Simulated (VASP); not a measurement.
# SrO (P6_3/mmc) in VASP: notebook

SrO is run at these levels: r2SCAN; tasks: single point.

All numbers are computed with VASP 6.6.1; they aren't measurements. Logs are shortened: lines on timing, memory, paths and dates and some standing lists are left out, and cuts for length are marked.

## 1. The cell of the first run

It takes space group P6_3/mmc (No. 194, hexagonal). The conventional cell has a = 3.529 Å, b = 3.529 Å, c = 6.176 Å, α = 90.00°, β = 90.00°, γ = 120.00°. Within 3.4 Å of Sr (site symmetry -6m2) lie 6 O at 2.56 Å. O (site symmetry -3m) has 6 Sr at 2.56 Å and 2 O at 3.09 Å within 3.4 Å.

## 2. Single point, r2SCAN

POSCAR reads:

```
SrO
1.0
    3.5294398006      0.0000000000      0.0000000000
   -1.7647199003      3.0565845284      0.0000000000
    0.0000000000      0.0000000000      6.1755758504
Sr O
2 2
Direct
    0.6666666667      0.3333333333      0.7500000000
    0.3333333333      0.6666666667      0.2500000000
    0.0000000000      0.0000000000      0.5000000000
    0.0000000000      0.0000000000      0.0000000000
```

INCAR.step1 reads:

```
PREC = Accurate ; ENCUT = 520
ISMEAR = -1 ; SIGMA = 0.05
LREAL = F ; LASPH = T
NELM = 100 ; NBANDS = 24
GGA = PE ; ALGO = Normal
EDIFF = 1E-4 ; LWAVE = T
LCHARG = F
```

INCAR.step2 reads:

```
PREC = Accurate ; ENCUT = 520
EDIFF = 1E-6 ; ISMEAR = -1
SIGMA = 0.05 ; LREAL = F
LASPH = T ; NELM = 100
ALGO = Normal ; ISIF = 2
LWAVE = F ; LCHARG = F
METAGGA = R2SCAN ; LMIXTAU = T
NBANDS = 24 ; ISTART = 1
```

KPOINTS reads:

```
Automatic mesh
0
Gamma
  9 9 5
```

Potentials or basis: VASP PAW PBE potentials, release 64 (Sr_sv, O).

On the command line:

```sh
$ cat potpaw_PBE.64/Sr_sv/POTCAR potpaw_PBE.64/O/POTCAR > POTCAR
$ cp INCAR.step1 INCAR
$ mpirun -np 1 vasp_std > vasp.out
$ cp INCAR.step2 INCAR
$ mpirun -np 1 vasp_std > vasp.out
```

OUTCAR:

```text
PREC = Accurate
   ENCUT = 520
   EDIFF = 1E-6
   ISMEAR = -1
   LREAL = F
   LASPH = T
   NELM = 100
   ISIF = 2
   METAGGA = R2SCAN
   ISTART = 1

 ion  position               nearest neighbor table
   1  0.667  0.333  0.750-   3 2.56   4 2.56   3 2.56   4 2.56   3 2.56   4 2.56   2 3.70   2 3.70
                             2 3.70   2 3.70   2 3.70   2 3.70   2 5.11   2 5.11   2 5.11   2 5.11
   2  0.333  0.667  0.250-   3 2.56   4 2.56   3 2.56   4 2.56   3 2.56   4 2.56   1 3.70   1 3.70
                             1 3.70   1 3.70   1 3.70   1 3.70   1 5.11   1 5.11   1 5.11   1 5.11
   3  0.000  0.000  0.500-   1 2.56   2 2.56   2 2.56   1 2.56   1 2.56   2 2.56
   4  0.000  0.000  0.000-   1 2.56   2 2.56   2 2.56   1 2.56   1 2.56   2 2.56

  LATTYP: Found a hexagonal cell.
 ALAT       =     3.5294398006
 C/A-ratio  =     1.7497325919

  Lattice vectors:

 A1 = (   3.5294398006,   0.0000000000,   0.0000000000)
 A2 = (  -1.7647199003,   3.0565845284,   0.0000000000)
 A3 = (   0.0000000000,   0.0000000000,   6.1755758504)

Analysis of symmetry for initial positions (statically):
=====================================================================
 Subroutine PRICEL returns:
 Original cell was already a primitive cell.

 Routine SETGRP: Setting up the symmetry group for a
 hexagonal supercell.

 Subroutine GETGRP returns: Found 24 space group operations
 (whereof 12 operations were pure point group operations)
 out of a pool of 24 trial point group operations.

The static configuration has the point symmetry D_3d.
 The point group associated with its full space group is D_6h.

Analysis of symmetry for dynamics (positions and initial velocities):
=====================================================================
 Subroutine PRICEL returns:
 Original cell was already a primitive cell.

 Routine SETGRP: Setting up the symmetry group for a
 hexagonal supercell.

 Subroutine GETGRP returns: Found 24 space group operations
 (whereof 12 operations were pure point group operations)
 out of a pool of 24 trial point group operations.

The dynamic configuration has the point symmetry D_3d.
 The point group associated with its full space group is D_6h.

 Subroutine INISYM returns: Found 24 space group operations
 (whereof 12 operations are pure point group operations),
 and found     1 'primitive' translations

----------------------------------------------------------------------------------------

                                     Primitive cell

  volume of cell :      66.6223

  direct lattice vectors                    reciprocal lattice vectors
     3.529439801  0.000000000  0.000000000     0.283331083  0.163581277  0.000000000
    -1.764719900  3.056584528  0.000000000     0.000000000  0.327162554  0.000000000
     0.000000000  0.000000000  6.175575850     0.000000000  0.000000000  0.161928219

  length of vectors
     3.529439801  3.529439801  6.175575850     0.327162554  0.327162554  0.161928219

  position of ions in fractional coordinates (direct lattice)
     0.666666667  0.333333333  0.750000000
     0.333333333  0.666666667  0.250000000
     0.000000000  0.000000000  0.500000000
     0.000000000  0.000000000  0.000000000

  ion indices of the primitive-cell ions
   primitive index   ion index
                 1           1
                 2           2
                 3           3
                 4           4

----------------------------------------------------------------------------------------

 KPOINTS: Automatic mesh

Automatic generation of k-mesh.
 Grid dimensions read from file:
 generate k-points for:    9    9    5

 Generating k-lattice:

  Cartesian coordinates                     Fractional coordinates (reciprocal lattice)
     0.031481231  0.018175697  0.000000000     0.111111111 -0.000000000  0.000000000
     0.000000000  0.036351395  0.000000000     0.000000000  0.111111111  0.000000000
     0.000000000  0.000000000  0.032385644     0.000000000  0.000000000  0.200000000

  Length of vectors
     0.036351395  0.036351395  0.032385644

  Shift w.r.t. Gamma in fractional coordinates (k-lattice)
     0.000000000  0.000000000  0.000000000

 Subroutine IBZKPT returns following result:
 ===========================================

 Found     36 irreducible k-points:

 Following reciprocal coordinates:
            Coordinates               Weight
  0.000000  0.000000  0.000000      1.000000
  0.111111 -0.000000  0.000000      6.000000
  0.222222 -0.000000  0.000000      6.000000
  0.333333 -0.000000  0.000000      6.000000
  0.444444 -0.000000  0.000000      6.000000
  0.111111  0.111111  0.000000      6.000000
[... 16 lines left out ...]
  0.333333  0.222222  0.200000     24.000000
  0.333333  0.333333  0.200000      4.000000
 [... further k-points ...]
   k-points           NKPTS =     36   k-points in BZ     NKDIM =     36   number of bands    NBANDS=     24
   number of dos      NEDOS =    301   number of ions     NIONS =      4
   total plane-waves  NPLWV =  37632
   dimension x,y,z NGX =    28 NGY =   28 NGZ =   48
   dimension x,y,z NGXF=    56 NGYF=   56 NGZF=   96
   ions per type =               2   2
   NGX,Y,Z   is equivalent  to a cutoff of  13.19, 13.19, 12.92 a.u.
   NGXF,Y,Z  is equivalent  to a cutoff of  26.38, 26.38, 25.84 a.u.
 SYSTEM =  unknown system
   PREC   = accura    normal or accurate (medium, high low for compatibility)
   ISTART =      1    job   : 0-new  1-cont  2-samecut
   ICHARG =      0    charge: 1-file 2-atom 10-const
   ISPIN  =      1    spin polarized calculation?
   LNONCOLLINEAR =      F non collinear calculations
   LSORBIT =      F    spin-orbit coupling
   LASPH  =      T    aspherical Exc in radial PAW
   ENCUT  =  520.0 eV  38.22 Ry    6.18 a.u.   6.56  6.56 11.48*2*pi/ulx,y,z
   NELM   =    100;   NELMIN=  2; NELMDL=  0     # of ELM steps
   EDIFF  = 0.1E-05   stopping-criterion for ELM
   LREAL  =      F    real-space projection
   EDIFFG = 0.1E-04   stopping-criterion for IOM
   NSW    =      0    number of steps for IOM
   IBRION =     -1    ionic relax: 0-MD 1-quasi-New 2-CG
   NFREE  =      0    steps in history (QN), initial steepest desc. (CG)
   ISIF   =      2    stress and relaxation
   ISYM   =      2    0-nonsym 1-usesym 2-fastsym
   POTIM  = 0.5000    time-step for ionic-motion
   TEBEG  =    0.0;   TEEND  =   0.0 temperature during run
   PSTRESS=    0.0 pullay stress
   NELECT =      32.0000    total number of electrons
   NUPDOWN=      -1.0000    fix difference up-down
   EMIN   =  10.00;   EMAX   =-10.00  energy-range for DOS
   EFERMI =   0.00;   METHOD = LEGACY
   ISMEAR =    -1;   SIGMA  =   0.05  broadening in eV -4-tet -1-fermi 0-gaus
   EFERMI_NEDOS =   21; number of points for ismear=-14 and -15
   IALGO  =     38    algorithm
   IMIX   =      4    mixing-type and parameters
     AMIX     =   0.40;   BMIX     =  1.00
     AMIX_MAG =   1.60;   BMIX_MAG =  1.00
  volume/ion in A,a.u.               =      16.66       112.40
  Fermi-wavevector in a.u.,A,eV,Ry     =   1.282089  2.422797 22.364617  1.643753
  Thomas-Fermi vector in A             =   2.414421
   LORBIT       =      0    0 simple, 1 ext, 2 COOP (PROOUT), +10 PAW based schemes
   METAGGA = R2SCAN    functional components
   LHFCALC =     F    Hartree Fock is set to
   AEXX    =    0.0000 exact exchange contribution
   IVDW    =     0    specifies the selected vdW correction
   LEPSILON=     F    determine dielectric tensor
   LRPA    =     F    only Hartree local field effects (RPA)
 non-spin polarized calculation
  energy-cutoff  :      520.00
  volume of cell :       66.62
 maximum number of plane-waves:      1823
 NGX is ok and might be reduce to    28
   NGX = 13   NGY = 13   NGZ = 23

 number of electron      32.0000016 magnetization

 Free energy of the ion-electron system (eV)
  ---------------------------------------------------
  ext. energy  EPLUGINS =         0.00000000
  ---------------------------------------------------
  free energy    TOTEN  =       -53.73642381 eV

  energy without entropy =      -53.73642381  energy(sigma->0) =      -53.73642381

 E-fermi :   3.0020     XC(G=0): -10.6813

 val. band max:        2.0224189625   @ k =   0.0000   0.0000   0.0000
 cond. band min:       5.5497979032   @ k =   0.4444  -0.0000   0.0000
 fundamental gap:      3.5273789407
 Fermi energy:         3.0020022684

 k-point     1 :       0.0000    0.0000    0.0000
  band No.  band energies     occupation
      1     -32.0232      2.00000
      2     -31.9034      2.00000
      3     -15.9440      2.00000
      4     -14.5244      2.00000
      5     -13.0602      2.00000
      6     -13.0602      2.00000
[... 16 lines left out ...]
     23      10.0837      0.00000
     24      10.9728      0.00000

 k-point     2 :       0.1111   -0.0000    0.0000
  band No.  band energies     occupation
      1     -32.0056      2.00000
      2     -31.8928      2.00000
      3     -15.8454      2.00000
      4     -14.7470      2.00000
      5     -13.1801      2.00000
      6     -13.1079      2.00000
[... 16 lines left out ...]
     23      10.3027      0.00000
     24      10.6661      0.00000

 k-point     3 :       0.2222   -0.0000    0.0000
  band No.  band energies     occupation
      1     -31.9597      2.00000
      2     -31.8665      2.00000
      3     -15.5618      2.00000
      4     -15.1877      2.00000
      5     -13.4588      2.00000
      6     -13.2054      2.00000
[... 16 lines left out ...]
     23      10.7358      0.00000
     24      10.8658      0.00000

 k-point     4 :       0.3333   -0.0000    0.0000
  band No.  band energies     occupation
      1     -31.9042      2.00000
      2     -31.8390      2.00000
      3     -15.5895      2.00000
      4     -15.1382      2.00000
      5     -13.7558      2.00000
      6     -13.3037      2.00000
[... 16 lines left out ...]
     23      11.4427      0.00000
     24      11.5575      0.00000

 k-point     5 :       0.4444   -0.0000    0.0000
  band No.  band energies     occupation
      1     -31.8632      2.00000
      2     -31.8253      2.00000
      3     -15.8208      2.00000
      4     -14.7132      2.00000
      5     -13.9401      2.00000
      6     -13.4171      2.00000
[... 16 lines left out ...]
     23      12.1775      0.00000
     24      12.6644      0.00000

 k-point     6 :       0.1111    0.1111    0.0000
  band No.  band energies     occupation
      1     -31.9738      2.00000
      2     -31.8743      2.00000
      3     -15.6541      2.00000
      4     -15.0626      2.00000
      5     -13.3911      2.00000
      6     -13.1411      2.00000
[... 16 lines left out ...]
     23      10.4109      0.00000
     24      10.5817      0.00000
[... 379 lines left out ...]
 k-point    21 :       0.4444    0.1111    0.2000
  band No.  band energies     occupation
      1     -31.8486      2.00000
      2     -31.8253      2.00000
      3     -15.7828      2.00000
      4     -14.8653      2.00000
      5     -13.6274      2.00000
      6     -13.5191      2.00000
[... 16 lines left out ...]
     23      12.0795      0.00000
     24      12.3537      0.00000

 k-point    22 :       0.2222    0.2222    0.2000
  band No.  band energies     occupation
      1     -31.8736      2.00000
      2     -31.8328      2.00000
      3     -15.6405      2.00000
      4     -15.0254      2.00000
      5     -13.6653      2.00000
      6     -13.4665      2.00000
[... 16 lines left out ...]
     23      11.7474      0.00000
     24      11.9452      0.00000

 k-point    23 :       0.3333    0.2222    0.2000
  band No.  band energies     occupation
      1     -31.8419      2.00000
      2     -31.8224      2.00000
      3     -15.7575      2.00000
      4     -14.7853      2.00000
      5     -13.6658      2.00000
      6     -13.6456      2.00000
[... 16 lines left out ...]
     23      11.9720      0.00000
     24      12.4004      0.00000

 k-point    24 :       0.3333    0.3333    0.2000
  band No.  band energies     occupation
      1     -31.8249      2.00000
      2     -31.8249      2.00000
      3     -15.7742      2.00000
      4     -14.6654      2.00000
      5     -13.7572      2.00000
      6     -13.7572      2.00000
[... 16 lines left out ...]
     23      12.2996      0.00000
     24      12.2996      0.00000

 [... further k-points ...]

------------------------ aborting loop because EDIFF is reached ----------------------------------------

  FORCE on cell =-STRESS in cart. coord.  units (eV):
  Direction    XX          YY          ZZ          XY          YZ          ZX
  --------------------------------------------------------------------------------------
  -------------------------------------------------------------------------------------
  Total        0.8018112      0.8018112      0.9307076      0.0000000      0.0000000      0.0000000
  in kB       19.2824869     19.2824869     22.3822733      0.0000000      0.0000000      0.0000000
  external PRESSURE =      20.3157490 kB  Pullay stress =       0.0000000 kB

 VOLUME and BASIS-vectors are now :
 -----------------------------------------------------------------------------
  energy-cutoff  :      520.00
  volume of cell :       66.62
      direct lattice vectors                 reciprocal lattice vectors
     3.529439801  0.000000000  0.000000000     0.283331083  0.163581277  0.000000000
    -1.764719900  3.056584528  0.000000000     0.000000000  0.327162554  0.000000000
     0.000000000  0.000000000  6.175575850     0.000000000  0.000000000  0.161928219

 POSITION                                       TOTAL-FORCE (eV/Angst)
 -----------------------------------------------------------------------------------
      1.76472      1.01886      4.63168        -0.000000      0.000000     -0.000000
     -0.00000      2.03772      1.54389         0.000000     -0.000000      0.000000
      0.00000      0.00000      3.08779        -0.000000      0.000000     -0.000000
      0.00000      0.00000      0.00000        -0.000000      0.000000     -0.000000
 -----------------------------------------------------------------------------------
    total drift:                               -0.000000      0.000000     -0.000000

  FREE ENERGIE OF THE ION-ELECTRON SYSTEM (eV)
  ---------------------------------------------------
  free  energy   TOTEN  =       -53.7364238148 eV

  energy  without entropy=      -53.7364238148  energy(sigma->0) =      -53.73642381
```

Run time: 3.1 min. Hardware: 1 thread of Intel Xeon Platinum 8259CL at 2.50GHz (Skylake/Cascade Lake), shared host; peak memory 0.23 GiB.

Results:

```
Free energy            : -53.7364 eV
Pressure               : 2.0 GPa
Band gap on the k mesh : 3.53 eV, indirect (least direct gap 3.78 eV)
```

Stress tensor (GPa, compression positive):
```
1.93 0.00 0.00
0.00 1.93 0.00
0.00 0.00 2.24
```

Levels at points of the mesh, in eV from the valence-band top:
| k point | band 12 | band 13 | band 14 | band 15 | band 16 | band 17 | band 18 | band 19 | band 20 | band 21 |
| --- | --- | --- | --- | --- | --- | --- | --- | --- | --- | --- |
| (0.00, 0.00, 0.00) | -1.07 | -1.07 | -0.82 | -0.82 | 0.00 | 3.79 | 5.50 | 5.70 | 6.78 | 6.78 |

Caveat: the PAW data sets were made with another functional, which shifts forces and pressure a little. r2SCAN opens gaps a little over a GGA but as a rule still falls short of measured ones.

[end of part 1 of 2]
